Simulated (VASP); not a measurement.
Here is a VASP 6.6.1 calculation.

Contents of INCAR:

```
PREC = Accurate
ENCUT = 520
EDIFF = 1E-7
ISMEAR = 0
SIGMA = 0.05
LREAL = F
LASPH = T
NELM = 150
ALGO = Normal
ISIF = 2
LWAVE = F
LCHARG = F
ISPIN = 2
MAGMOM = 0 0 0 0 0 0 2
LORBIT = 11
LMAXMIX = 4
LDIPOL = T
IDIPOL = 3
DIPOL = 0.5 0.5 0.495
GGA = PS
NBANDS = 31
```

The input KPOINTS:

```
Automatic mesh
0
Gamma
  9 9 1
```

The input POSCAR:

```
TiSi6
1.0
    3.8417168278      0.0000000000      0.0000000000
   -1.9208584139      3.3270243670      0.0000000000
    0.0000000000      0.0000000000     26.0576844733
Si Ti
6 1
Direct
    0.3333333333      0.6666666667      0.3261993601
    0.0000000000      0.0000000000      0.3562936366
    0.0000000000      0.0000000000      0.4465764664
    0.6666666667      0.3333333333      0.4759712122
    0.6666666667      0.3333333333      0.5674661426
    0.3333333333      0.6666666667      0.5976214091
    0.3333333333      0.6666666667      0.6949778756
```

Potentials or basis: VASP PAW PBE potentials, release 64 (Si, Ti_sv).

Launch:

```console
$ cat potpaw_PBE.64/Si/POTCAR potpaw_PBE.64/Ti_sv/POTCAR > POTCAR
$ mpirun -np 1 vasp_std > vasp.out
```

Q: Predict the band gap on the k mesh.

A: Zero (filled and empty bands overlap).

Q: Estimate the net moment.

A: 2.00 μB per cell.

Q: Predict the largest force.

A: 0.738 eV/Å.

Forces in eV/Å, atoms in the order of the input:
```
Si   0.000  0.000  0.536
Si   0.000  0.000 -0.738
Si   0.000  0.000  0.203
Si   0.000  0.000 -0.002
Si   0.000  0.000 -0.001
Si   0.000  0.000 -0.004
Ti   0.000  0.000  0.006
```

Caveat: the PAW data sets were made with another functional, which shifts forces and pressure a little.
